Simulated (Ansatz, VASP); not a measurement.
## TiC in VASP and in Ansatz

File INCAR:

```
SYSTEM = TiC
PREC = Accurate ; ENCUT = 520
EDIFF = 1E-6 ; ISMEAR = 0
SIGMA = 0.15 ; LREAL = .False.
LASPH = .True. ; NELM = 100
ALGO = Normal ; ISIF = 2
LWAVE = .False. ; LCHARG = .False.
GGA = PE ; NBANDS = 15
```

KPOINTS

```
Automatic mesh
0
Gamma
  18 18 18
  0 0 0
```

File POSCAR:

```
TiC
1.0
    0.0000000000      2.1423600000      2.1640000000
    2.1856400000      0.0000000000      2.1640000000
    2.1856400000      2.1423600000      0.0000000000
Ti C
1 1
Direct
    0.0000000000      0.0000000000      0.0000000000
    0.5000000000      0.5000000000      0.5000000000
```

Input for Ansatz:

```yaml
crystal:
  lattice:
    - [0.0, 2.14236, 2.164]
    - [2.18564, 0.0, 2.164]
    - [2.18564, 2.14236, 0.0]
  atoms:
    - { symbol: Ti, position: [0.0, 0.0, 0.0] }
    - { symbol: C, position: [0.5, 0.5, 0.5] }
basis:
  ecutwfc: 420
kpoints:
  mp_grid: { grid: [18, 18, 18] }
hamiltonian:
  xc: pbe
scf:
  occupations: { method: gaussian, width: 0.15 }
output:
  forces: true
  stress: true
  eigenvalues: true
```

Change from the starting cell: strain +0.0100 x Voigt [1, -1, 0, 0, 0, 0], atoms carried along.

Alike in both runs: task single point; functional PBE; k mesh 18 × 18 × 18; occupations gaussian, width 0.15 eV; no spin polarisation.

|  | VASP | Ansatz |
| --- | --- | --- |
| version | VASP 6.6.1 | Ansatz 0.2.0 |
| potentials or method | VASP PAW PBE potentials, release 64 (Ti_sv, C), cutoff 520 eV | scalar-relativistic, plane waves, PAW |
| valence electrons in the cell | 16 | 16 |

Ansatz gave:

- gap on the k mesh at the Fermi level (eV): none
- pressure (GPa): 1.0
- traceless stress, the component that is largest in VASP (GPa): 4.03

Question: Which values does VASP return?

Answer: gap on the k mesh at the Fermi level (eV): none; pressure (GPa): 1.2; traceless stress, the component that is largest in VASP (GPa): 4.06.

A gap of «none» marks a metal or a gap that the smearing closes.
